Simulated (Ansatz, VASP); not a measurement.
# Na7Ta in VASP and in Ansatz

```
CELL_PARAMETERS angstrom
8.86730 0.00000 0.00000
0.00000 8.86730 0.00000
0.00000 0.00000 3.07601
ATOMIC_POSITIONS crystal
Na 0.76796 0.76796 0.50000
Na 0.50000 0.50000 0.00000
Na 0.23204 0.23204 0.50000
Na 0.50000 0.00000 0.00000
Na 0.23204 0.76796 0.50000
Na 0.00000 0.50000 0.00000
Na 0.76796 0.23204 0.50000
Ta 0.00000 0.00000 0.00000
```

Alike in both runs: functional PBE; k mesh 6 × 6 × 8; occupations gaussian, width 0.1 eV; no spin polarisation.

Ansatz relaxed the structure, and its values are those at the end. VASP's run is a single point on that final structure, the one shown.

|  | VASP | Ansatz |
| --- | --- | --- |
| version | VASP 6.6.1 | Ansatz 0.2.0 |
| potentials or method | VASP PAW PBE potentials, release 64 (Na_pv, Ta_pv), cutoff 520 eV | scalar-relativistic, plane waves, PAW |
| valence electrons in the cell | 60 | 76 |

|  | VASP | Ansatz | Ansatz less VASP |
| --- | --- | --- | --- |
| gap on the k mesh at the Fermi level (eV) | none | none | - |
| pressure (GPa) | 0.0 | 0.0 | 0.00 |

A gap of «none» marks a metal or a gap that the smearing closes. The functional is the same, so the differences come from potentials, cutoffs and numerics. VASP's potentials hold 60 valence electrons a cell and Ansatz's 76, so a difference there can come from the potentials and not from the codes.

Spin-orbit coupling is off throughout.
